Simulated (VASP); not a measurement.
Write the native input for VASP 6.6.1 that does the following.

- Task: single point
- Functional: PBE
- Potentials or basis: VASP PAW PBE potentials, release 64 (Mn_pv, O)
- Cutoff: 520 eV
- k mesh: 6 × 6 × 10
- Occupations: fermi-dirac, width 0.05 eV
- Spin: collinear spin, ferromagnetic start
- Starting moments: [4.5, 4.5, 0.0, 0.0, 0.0, 0.0] μB
- Hubbard terms: Mn d U = 4.0 eV
- Dipole correction: no
- Further INCAR settings: ALGO = Normal; EDIFF = 1e-06; NBANDS = 38

The structure of MnO2 lies in POSCAR:

```
MnO2
1.0
    4.3983000000      0.0000000000      0.0000000000
    0.0000000000      4.3983000000      0.0000000000
    0.0000000000      0.0000000000      2.8730000000
Mn O
2 4
Direct
    0.0000000000      0.0000000000      0.0000000000
    0.5000000000      0.5000000000      0.5000000000
    0.3051500000      0.3051500000      0.0000000000
    0.1948500000      0.8051500000      0.5000000000
    0.6948500000      0.6948500000      0.0000000000
    0.8051500000      0.1948500000      0.5000000000
```

One way to write it, as run:

INCAR

```
SYSTEM = MnO2
  ALGO = Normal
  EDIFF = 1E-6
  ENCUT = 520
  GGA = PE
  ISIF = 2
  ISMEAR = -1
  ISPIN = 2
  LASPH = .True.
  LCHARG = .True.
  LDAU = .True.
  LDAUJ = 0 0
  LDAUL = 2 -1
  LDAUPRINT = 1
  LDAUTYPE = 2
  LDAUU = 4 0
  LELF = .True.
  LMAXMIX = 4
  LORBIT = 11
  LREAL = .False.
  LVHAR = .True.
  LWAVE = .False.
  MAGMOM = 4.5 4.5 0 0 0 0
  NBANDS = 38
  NELM = 150
  PREC = Accurate
  SIGMA = 0.05
```

KPOINTS

```
k-points
0
Gamma
  6 6 10
  0 0 0
```

Potentials or basis: VASP PAW PBE potentials, release 64 (Mn_pv, O).

Launch:

```console
$ cat potpaw_PBE.64/Mn_pv/POTCAR potpaw_PBE.64/O/POTCAR > POTCAR
$ mpirun -np 1 vasp_std > vasp.out
```

Results of the run:

```json
{"Pressure": "12.1 GPa", "Largest force": "0.112 eV/Å", "Band gap on the k mesh": "zero (filled and empty bands overlap)", "Net moment": "6.02 μB per cell", "Site moments": "Mn +3.02; O -0.04 μB", "Valence electrons inside the program's atomic spheres": "Mn 11.67; O 5.05"}
```

Caveat: the cell stands under pressure; only a ferromagnetic start was run, and an antiferromagnetic order may lie lower in energy.

It took 4 min on 1 thread of Intel(R) Xeon(R) 6975P-C (Granite Rapids) (shared host), peak memory 0.31 GiB.
